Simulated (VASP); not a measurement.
# LiCl (Fm-3m) in VASP: further runs, part 2 of 2

VASP 6.6.1. Earlier steps stand in the parts before.

**3. Single point, PBEsol**

This run uses another cell than the first one, of 16.43 Å³/atom, 1.114 times its volume.

INCAR reads:

```
SYSTEM = LiCl
PREC = Accurate
ENCUT = 520
EDIFF = 1E-6
ISMEAR = 0
SIGMA = 0.1
LREAL = .False.
LASPH = .True.
NELM = 100
ALGO = Normal
ISIF = 2
LWAVE = .False.
LCHARG = .False.
GGA = PS
NBANDS = 12
```

KPOINTS reads:

```
regular mesh
0
Gamma
  2 2 2
  0 0 0
```

POSCAR reads:

```
LiCl
1.0
    0.0000000000      2.5421223390      2.5421223390
    2.5421223390      0.0000000000      2.5421223390
    2.5421223390      2.5421223390      0.0000000000
Li Cl
1 1
Direct
    0.0000000000      0.0000000000      0.0000000000
    0.5000000000      0.5000000000      0.5000000000
```

Potentials or basis: VASP PAW PBE potentials, release 64 (Li_sv, Cl).

Started as:

```
$ cat potpaw_PBE.64/Li_sv/POTCAR potpaw_PBE.64/Cl/POTCAR > POTCAR
$ mpirun -np 1 vasp_std > vasp.out
```

Run time: 2.5 s. Hardware: 1 thread of AMD EPYC 7R13 (Zen 3), shared host; peak memory 0.11 GiB.

It converged, with:

```yaml
Free_energy: -7.0401 eV
Band_gap_on_the_k_mesh: 6.18 eV, direct
```

Levels at points of the mesh, in eV from the valence-band top:
```tsv
k point	band 2	band 3	band 4	band 5	band 6	band 7	band 8	band 9
(0.00, 0.00, 0.00)	-13.47	0.00	0.00	0.00	6.18	11.69	11.69	11.69
(0.50, 0.00, 0.00)	-12.83	-3.05	-0.28	-0.28	6.44	9.21	9.21	13.04
(0.50, 0.50, 0.00)	-12.56	-3.16	-1.21	-1.21	7.64	7.90	12.44	14.03
```

Caveat: the k points lie up to 1.07 Å⁻¹ apart; the cutoff is under 1.25 times the usual one of these potentials, so pressure, stress and relaxed cells hold a basis-set (Pulay) error; the PAW data sets were made with another functional, which shifts forces and pressure a little.

**4. Single point, PBE**

This run uses another cell than the first one, of 15.74 Å³/atom, 1.067 times its volume.

INCAR reads:

```
PREC = Accurate
ENCUT = 520
EDIFF = 1E-6
ISMEAR = 0
SIGMA = 0.1
LREAL = F
LASPH = T
NELM = 80
ALGO = Normal
ISIF = 2
LWAVE = F
LCHARG = T
GGA = PE
LELF = T
LVHAR = T
NBANDS = 12
```

KPOINTS reads:

```
Automatic mesh
0
Gamma
  4 4 4
```

POSCAR reads:

```
LiCl
1.0
    0.0000000000      2.5060224084      2.5060224084
    2.5060224084      0.0000000000      2.5060224084
    2.5060224084      2.5060224084      0.0000000000
Li Cl
1 1
Direct
    0.0000000000      0.0000000000      0.0000000000
    0.5000000000      0.5000000000      0.5000000000
```

Potentials or basis: VASP PAW PBE potentials, release 64 (Li_sv, Cl).

Started as:

```
$ cat potpaw_PBE.64/Li_sv/POTCAR potpaw_PBE.64/Cl/POTCAR > POTCAR
$ mpirun -np 1 vasp_std > vasp.out
```

OUTCAR:

```text
PREC = Accurate
   ENCUT = 520
   EDIFF = 1E-6
   ISMEAR = 0
   LREAL = F
   LASPH = T
   NELM = 80
   ISIF = 2
   GGA = PE

 ion  position               nearest neighbor table
   1  0.000  0.000  0.000-   2 2.51   2 2.51   2 2.51   2 2.51   2 2.51   2 2.51
   2  0.500  0.500  0.500-   1 2.51   1 2.51   1 2.51   1 2.51   1 2.51   1 2.51

  LATTYP: Found a face centered cubic cell.
 ALAT       =     5.0120448168

  Lattice vectors:
[... 289 lines left out ...]
     11      17.5819      0.00000
     12      20.1444      0.00000

------------------------ aborting loop because EDIFF is reached ----------------------------------------

  FORCE on cell =-STRESS in cart. coord.  units (eV):
  Direction    XX          YY          ZZ          XY          YZ          ZX
  --------------------------------------------------------------------------------------
  -------------------------------------------------------------------------------------
  Total        0.6125108      0.6125108      0.6125108      0.0000000      0.0000000      0.0000000
  in kB       31.1773709     31.1773709     31.1773709      0.0000000      0.0000000      0.0000000
  external PRESSURE =      31.1773709 kB  Pullay stress =       0.0000000 kB

 VOLUME and BASIS-vectors are now :
 -----------------------------------------------------------------------------
  energy-cutoff  :      520.00
  volume of cell :       31.48
      direct lattice vectors                 reciprocal lattice vectors
     0.000000000  2.506022408  2.506022408    -0.199519365  0.199519365  0.199519365
     2.506022408  0.000000000  2.506022408     0.199519365 -0.199519365  0.199519365
     2.506022408  2.506022408  0.000000000     0.199519365  0.199519365 -0.199519365

 POSITION                                       TOTAL-FORCE (eV/Angst)
 -----------------------------------------------------------------------------------
      0.00000      0.00000      0.00000         0.000000     -0.000000     -0.000000
      2.50602      2.50602      2.50602        -0.000000      0.000000      0.000000
 -----------------------------------------------------------------------------------
    total drift:                                0.000000      0.000000      0.000000

  FREE ENERGIE OF THE ION-ELECTRON SYSTEM (eV)
  ---------------------------------------------------
  free  energy   TOTEN  =        -7.3541462903 eV

  energy  without entropy=       -7.3541462903  energy(sigma->0) =       -7.35414629
```

Run time: 4.6 s. Hardware: 1 thread of AMD EPYC 7R13 (Zen 3), shared host; peak memory 0.11 GiB.

Results:

* Free energy: -7.3541 eV
* Band gap on the k mesh: 6.76 eV, direct

Caveat: the k points lie up to 0.54 Å⁻¹ apart; the cutoff is under 1.25 times the usual one of these potentials, so pressure, stress and relaxed cells hold a basis-set (Pulay) error. A k mesh can miss the band edges.

**5. Single point, PBE**

This run uses another cell than the first one, of 16.43 Å³/atom, 1.114 times its volume.

INCAR reads:

```
ALGO     = Normal         # electronic algorithm
EDIFF    = 1E-7           # SCF threshold, eV
ENCUT    = 520            # plane-wave cutoff, eV
GGA      = PE             # functional
ISIF     = 2              # what is computed and relaxed
ISMEAR   = 1              # smearing method
ISYM     = 0            
LASPH    = T              # aspherical terms in the spheres
LCHARG   = F              # write CHGCAR
LREAL    = F              # projectors in reciprocal space
LWAVE    = F              # write WAVECAR
NBANDS   = 12             # bands
NELM     = 80             # most SCF steps
PREC     = Accurate       # precision mode
SIGMA    = 0.29           # smearing width, eV
```

KPOINTS reads:

```
Automatic mesh
0
Gamma
  5 1 4
  0.25 0.25 0.25
```

POSCAR reads:

```
LiCl
1.0
    0.0000000000      2.5421223390      2.5421223390
    2.5421223390      0.0000000000      2.5421223390
    2.5421223390      2.5421223390      0.0000000000
Li Cl
1 1
Direct
    0.0000000000      0.0000000000      0.0000000000
    0.5000000000      0.5000000000      0.5000000000
```

Potentials or basis: VASP PAW PBE potentials, release 64 (Li_sv, Cl).

Started as:

```
$ cat potpaw_PBE.64/Li_sv/POTCAR potpaw_PBE.64/Cl/POTCAR > POTCAR
$ mpirun -np 1 vasp_std > vasp.out
```

OUTCAR:

```text
EDIFF = 1E-7
   ENCUT = 520
   GGA = PE
   ISIF = 2
   ISMEAR = 1
   ISYM = 0
   LASPH = T
   LREAL = F
   NELM = 80
   PREC = Accurate

 ion  position               nearest neighbor table
   1  0.000  0.000  0.000-   2 2.54   2 2.54   2 2.54   2 2.54   2 2.54   2 2.54
   2  0.500  0.500  0.500-   1 2.54   1 2.54   1 2.54   1 2.54   1 2.54   1 2.54

IMPORTANT INFORMATION: All symmetrisations will be switched off!
NOSYMM: (Re-)initialisation of all symmetry stuff for point group C_1.
[... 468 lines left out ...]

------------------------ aborting loop because EDIFF is reached ----------------------------------------

  FORCE on cell =-STRESS in cart. coord.  units (eV):
  Direction    XX          YY          ZZ          XY          YZ          ZX
  --------------------------------------------------------------------------------------
  -------------------------------------------------------------------------------------
  Total       -0.0728160      0.3523039     -0.0730917      0.0223341      0.0029509     -0.3454444
  in kB       -3.5507318     17.1794284     -3.5641753      1.0890790      0.1438940    -16.8449375
  external PRESSURE =       3.3548404 kB  Pullay stress =       0.0000000 kB

 VOLUME and BASIS-vectors are now :
 -----------------------------------------------------------------------------
  energy-cutoff  :      520.00
  volume of cell :       32.86
      direct lattice vectors                 reciprocal lattice vectors
     0.000000000  2.542122339  2.542122339    -0.196686049  0.196686049  0.196686049
     2.542122339  0.000000000  2.542122339     0.196686049 -0.196686049  0.196686049
     2.542122339  2.542122339  0.000000000     0.196686049  0.196686049 -0.196686049

 POSITION                                       TOTAL-FORCE (eV/Angst)
 -----------------------------------------------------------------------------------
      0.00000      0.00000      0.00000         0.000000      0.000000      0.000000
      2.54212      2.54212      2.54212        -0.000000     -0.000000     -0.000000
 -----------------------------------------------------------------------------------
    total drift:                                0.000000     -0.000000      0.000000

  FREE ENERGIE OF THE ION-ELECTRON SYSTEM (eV)
  ---------------------------------------------------
  free  energy   TOTEN  =        -7.4641668465 eV

  energy  without entropy=       -7.4735326824  energy(sigma->0) =       -7.46728879
```

It took 7.3 s on 1 thread of AMD EPYC 7R13 (Zen 3), shared host; peak memory 0.11 GiB.

The run converged, but its numbers aren't listed here, since they failed a check.

Caveat: the k points lie up to 2.14 Å⁻¹ apart; the cutoff is under 1.25 times the usual one of these potentials, so pressure, stress and relaxed cells hold a basis-set (Pulay) error.

**6. The runs side by side**

| level | cell | k mesh | gap on the mesh (eV) |
| --- | --- | --- | --- |
| PBE | a = 3.468 Å, angles 60.0°, 2 atoms | 2 × 2 × 2 | 6.75 |
| PBEsol | a = 3.595 Å, angles 60.0°, 2 atoms | 2 × 2 × 2 | 6.18 |
| PBE | a = 3.544 Å, angles 60.0°, 2 atoms | 4 × 4 × 4 | 6.76 |

Alike in all rows: task single point; potentials or basis VASP PAW PBE potentials, release 64 (Li_sv, Cl); no spin polarisation; cutoff (eV) 520; smearing gaussian 0.1 eV.

Caveats: all runs use coarse meshes; the cutoff is under 1.25 times the usual one of these potentials, so pressure, stress and relaxed cells hold a basis-set (Pulay) error; the PAW data sets were made with another functional, which shifts forces and pressure a little (some runs).

Total energies depend on the potentials used, so only differences within one code and one set of settings carry meaning.
